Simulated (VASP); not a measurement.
# Pb (Fd-3m) in VASP: notebook, part 2 of 3

VASP 6.6.1. Earlier steps stand in the parts before.

**3. Electric field gradients, LDA (volume scaled by 0.99)**

Input file INCAR:

```
PREC = Accurate
ENCUT = 520
EDIFF = 1E-8
ISMEAR = -1
SIGMA = 0.05
LREAL = False
LASPH = True
NELM = 80
ALGO = Normal
ISIF = 2
LWAVE = False
LCHARG = False
GGA = CA
LEFG = True
NBANDS = 21
```

Input file KPOINTS:

```
Automatic mesh
0
Gamma
  8 8 8
```

Input file POSCAR:

```
Pb
1.0
    0.0000000000      3.4274982972      3.4274982972
    3.4274982972      0.0000000000      3.4274982972
    3.4274982972      3.4274982972      0.0000000000
Pb
2
Direct
    0.0000000000      0.0000000000      0.0000000000
    0.2500000000      0.2500000000      0.2500000000
```

Potentials or basis: VASP PAW LDA potentials, release 64 (Pb_d).

Launch:

```bash
> cat potpaw_LDA.64/Pb_d/POTCAR > POTCAR
> mpirun -np 1 vasp_std > vasp.out
```

OUTCAR:

```text
PREC = Accurate
   ENCUT = 520
   EDIFF = 1E-8
   ISMEAR = -1
   LREAL = False
   LASPH = True
   NELM = 80
   ISIF = 2
   GGA = CA

 ion  position               nearest neighbor table
   1  0.000  0.000  0.000-   2 2.97   2 2.97   2 2.97   2 2.97
   2  0.250  0.250  0.250-   1 2.97   1 2.97   1 2.97   1 2.97

  LATTYP: Found a face centered cubic cell.
 ALAT       =     6.8549965944

  Lattice vectors:

 A1 = (   0.0000000000,   3.4274982972,   3.4274982972)
 A2 = (   3.4274982972,   0.0000000000,   3.4274982972)
 A3 = (   3.4274982972,   3.4274982972,   0.0000000000)

Analysis of symmetry for initial positions (statically):
=====================================================================
 Subroutine PRICEL returns:
 Original cell was already a primitive cell.

 Routine SETGRP: Setting up the symmetry group for a
 face centered cubic supercell.

 Subroutine GETGRP returns: Found 48 space group operations
 (whereof 24 operations were pure point group operations)
 out of a pool of 48 trial point group operations.

The static configuration has the point symmetry T_d .
 The point group associated with its full space group is O_h .

Analysis of symmetry for dynamics (positions and initial velocities):
=====================================================================
 Subroutine PRICEL returns:
 Original cell was already a primitive cell.

 Routine SETGRP: Setting up the symmetry group for a
 face centered cubic supercell.

 Subroutine GETGRP returns: Found 48 space group operations
 (whereof 24 operations were pure point group operations)
 out of a pool of 48 trial point group operations.

The dynamic configuration has the point symmetry T_d .
 The point group associated with its full space group is O_h .

 Subroutine INISYM returns: Found 48 space group operations
 (whereof 24 operations are pure point group operations),
 and found     1 'primitive' translations

----------------------------------------------------------------------------------------

                                     Primitive cell

  volume of cell :      80.5307

  direct lattice vectors                    reciprocal lattice vectors
     0.000000000  3.427498297  3.427498297    -0.145878993  0.145878993  0.145878993
     3.427498297  0.000000000  3.427498297     0.145878993 -0.145878993  0.145878993
     3.427498297  3.427498297  0.000000000     0.145878993  0.145878993 -0.145878993

  length of vectors
     4.847214577  4.847214577  4.847214577     0.252669828  0.252669828  0.252669828

  position of ions in fractional coordinates (direct lattice)
     0.000000000  0.000000000  0.000000000
     0.250000000  0.250000000  0.250000000

  ion indices of the primitive-cell ions
   primitive index   ion index
                 1           1
                 2           2

----------------------------------------------------------------------------------------

[... 72 lines left out ...]
   NSW    =      0    number of steps for IOM
   IBRION =     -1    ionic relax: 0-MD 1-quasi-New 2-CG
   NFREE  =      0    steps in history (QN), initial steepest desc. (CG)
   ISIF   =      2    stress and relaxation
   ISYM   =      2    0-nonsym 1-usesym 2-fastsym
   POTIM  = 0.5000    time-step for ionic-motion
   TEBEG  =    0.0;   TEEND  =   0.0 temperature during run
   PSTRESS=    0.0 pullay stress
   NELECT =      28.0000    total number of electrons
   NUPDOWN=      -1.0000    fix difference up-down
   EMIN   =  10.00;   EMAX   =-10.00  energy-range for DOS
   EFERMI =   0.00;   METHOD = LEGACY
   ISMEAR =    -1;   SIGMA  =   0.05  broadening in eV -4-tet -1-fermi 0-gaus
   EFERMI_NEDOS =   21; number of points for ismear=-14 and -15
   IALGO  =     38    algorithm
   IMIX   =      4    mixing-type and parameters
     AMIX     =   0.40;   BMIX     =  1.00
     AMIX_MAG =   1.60;   BMIX_MAG =  1.00
  volume/ion in A,a.u.               =      40.27       271.72
  Fermi-wavevector in a.u.,A,eV,Ry     =   1.151172  2.175400 18.030403  1.325197
  Thomas-Fermi vector in A             =   2.287831
   LORBIT       =      0    0 simple, 1 ext, 2 COOP (PROOUT), +10 PAW based schemes
   GGA     = CA    functional components
   LHFCALC =     F    Hartree Fock is set to
   AEXX    =    0.0000 exact exchange contribution
   IVDW    =     0    specifies the selected vdW correction
   LEPSILON=     F    determine dielectric tensor
   LRPA    =     F    only Hartree local field effects (RPA)
 non-spin polarized calculation
  energy-cutoff  :      520.00
  volume of cell :       80.53
 maximum number of plane-waves:      2200
   NGX = 17   NGY = 17   NGZ = 17

 number of electron      28.0000005 magnetization

 Free energy of the ion-electron system (eV)
  ---------------------------------------------------
  ext. energy  EPLUGINS =         0.00000000
  ---------------------------------------------------
  free energy    TOTEN  =        -7.89280918 eV

  energy without entropy =       -7.88869652  energy(sigma->0) =       -7.89075285

 E-fermi :   4.1931     XC(G=0):  -8.8058

 val. band max:        3.8782220965   @ k =   0.1250   0.1250   0.0000
 cond. band min:       4.2082687090   @ k =  -0.1250   0.1250   0.0000
 fundamental gap:      0.3300466125
 Fermi energy:         4.1931261500

 k-point     1 :       0.0000    0.0000    0.0000
  band No.  band energies     occupation
      1     -13.0325      2.00000
      2     -13.0325      2.00000
      3     -13.0325      2.00000
      4     -12.9509      2.00000
      5     -12.9509      2.00000
      6     -12.5076      2.00000
[... 565 lines left out ...]
     20      12.0404      0.00000
     21      12.7931      0.00000

 [... further k-points ...]

------------------------ aborting loop because EDIFF is reached ----------------------------------------

  FORCE on cell =-STRESS in cart. coord.  units (eV):
  Direction    XX          YY          ZZ          XY          YZ          ZX
  --------------------------------------------------------------------------------------
  -------------------------------------------------------------------------------------
  Total       -0.2040486     -0.2040486     -0.2040486     -0.0000000     -0.0000000     -0.0000000
  in kB       -4.0595921     -4.0595921     -4.0595921     -0.0000000     -0.0000000     -0.0000000
  external PRESSURE =      -4.0595921 kB  Pullay stress =       0.0000000 kB

 VOLUME and BASIS-vectors are now :
 -----------------------------------------------------------------------------
  energy-cutoff  :      520.00
  volume of cell :       80.53
      direct lattice vectors                 reciprocal lattice vectors
     0.000000000  3.427498297  3.427498297    -0.145878993  0.145878993  0.145878993
     3.427498297  0.000000000  3.427498297     0.145878993 -0.145878993  0.145878993
     3.427498297  3.427498297  0.000000000     0.145878993  0.145878993 -0.145878993

 POSITION                                       TOTAL-FORCE (eV/Angst)
 -----------------------------------------------------------------------------------
      0.00000      0.00000      0.00000         0.000000      0.000000      0.000000
      1.71375      1.71375      1.71375        -0.000000     -0.000000     -0.000000
 -----------------------------------------------------------------------------------
    total drift:                                0.000000      0.000000      0.000000

  FREE ENERGIE OF THE ION-ELECTRON SYSTEM (eV)
  ---------------------------------------------------
  free  energy   TOTEN  =        -7.8928091809 eV

  energy  without entropy=       -7.8886965162  energy(sigma->0) =       -7.89075285

 Electric field gradients (V/A^2)
---------------------------------------------------------------------
 ion       V_xx      V_yy      V_zz      V_xy      V_xz      V_yz
---------------------------------------------------------------------
   1       0.000     0.000     0.000    -0.000    -0.000    -0.000
   2       0.000     0.000     0.000    -0.000    -0.000    -0.000
---------------------------------------------------------------------

 Electric field gradients after diagonalization (V/A^2)
 (convention: |V_zz| > |V_xx| > |V_yy|)
----------------------------------------------------------------------
 ion       V_xx      V_yy      V_zz     asymmetry (V_yy - V_xx)/ V_zz
----------------------------------------------------------------------
   1       0.000     0.000    -0.000       0.000
   2       0.000     0.000    -0.000       0.000
----------------------------------------------------------------------

           NMR quadrupolar parameters

 Cq : quadrupolar parameter    Cq=e*Q*V_zz/h
 eta: asymmetry parameters     (V_yy - V_xx)/ V_zz
 Q  : nuclear electric quadrupole moment in mb (millibarn)
----------------------------------------------------------------------
 ion       Cq(MHz)       eta       Q (mb)
----------------------------------------------------------------------
   1      -0.000       0.000       1.000
   2      -0.000       0.000       1.000
----------------------------------------------------------------------
```

OSZICAR:

```text
N       E                     dE             d eps       ncg     rms          rms(c)
DAV:   1     0.292858976085E+03    0.29286E+03   -0.13778E+04  1218   0.146E+03
DAV:   2     0.142441762744E+02   -0.27861E+03   -0.27249E+03  1218   0.396E+02
DAV:   3    -0.714084103644E+01   -0.21385E+02   -0.21243E+02  1481   0.138E+02
DAV:   4    -0.791692026872E+01   -0.77608E+00   -0.77584E+00  1428   0.310E+01
DAV:   5    -0.796270713064E+01   -0.45787E-01   -0.45786E-01  1871   0.670E+00    0.156E+00
DAV:   6    -0.791493990231E+01    0.47767E-01   -0.38489E-02  1735   0.263E+00    0.862E-01
DAV:   7    -0.789287096118E+01    0.22069E-01   -0.32671E-02  1630   0.212E+00    0.148E-01
DAV:   8    -0.789275543368E+01    0.11553E-03   -0.39337E-03  1656   0.730E-01    0.381E-02
DAV:   9    -0.789281211604E+01   -0.56682E-04   -0.16113E-04  1482   0.159E-01    0.114E-02
DAV:  10    -0.789280908096E+01    0.30351E-05   -0.15746E-05  1759   0.572E-02    0.370E-03
DAV:  11    -0.789280918803E+01   -0.10706E-06   -0.14891E-06  1821   0.965E-03    0.822E-04
DAV:  12    -0.789280918087E+01    0.71527E-08   -0.50230E-08  1384   0.207E-03
   1 F= -.78928092E+01 E0= -.78907528E+01  d E =-.411266E-02
```

stdout:

```text
POSCAR found type information on POSCAR Pb
 POSCAR found :  1 types and       2 ions
 scaLAPACK will be used
 LDA part: xc-table for (Slater(with rela. corr.)+CA(PZ))
 , standard interpolation
 POSCAR, INCAR and KPOINTS ok, starting setup
 FFT: planning ... GRIDC
 FFT: planning ... GRID_SOFT
 FFT: planning ... GRID
 WAVECAR not read
 entering main loop
ion   1

ion   2
```

Wall time 18 s (1 thread of Intel Xeon 6975P-C (Granite Rapids), shared host); peak memory 0.18 GiB.

Results:

| Quantity | Value |
| --- | --- |
| Free energy | -7.8928 eV |
| Pressure | -0.4 GPa |
| Band gap on the k mesh | zero (band 14 reaches 4.55 eV, above the bottom of band 15 at 3.38 eV) |

Caveat: without QUAD_EFG the Cq values of the log hold for a quadrupole moment of 1 mb, not for the nuclei; spin-orbit coupling is left out, which moves the levels of the heavy elements.

[end of part 2 of 3]
